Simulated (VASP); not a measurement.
Here is a VASP 6.6.1 calculation.

INCAR

```
SYSTEM = As
PREC = Accurate
ENCUT = 520
EDIFF = 1E-6
ISMEAR = -1
SIGMA = 0.05
LREAL = .False.
LASPH = .True.
NELM = 60
ALGO = Normal
ISIF = 2
LWAVE = .False.
LCHARG = .False.
GGA = PE
NBANDS = 8
```

Contents of KPOINTS:

```
regular mesh
0
Gamma
  15 15 15
  0 0 0
```

The input POSCAR:

```
As
1.0
    2.7290832523      0.0000000000      0.0000000000
    0.0000000000      2.7290832523      0.0000000000
    0.0000000000      0.0000000000      2.7290832523
As
1
Direct
    0.0000000000      0.0000000000      0.0000000000
```

Potentials or basis: VASP PAW PBE potentials, release 64 (As).

Run with:

```console
$ cat potpaw_PBE.64/As/POTCAR > POTCAR
$ mpirun -np 1 vasp_std > vasp.out
```

Predict the pressure.

0.2 GPa.

Estimate the band gap on the k mesh.

zero (an odd number of electrons rules out a gap without spin polarisation).
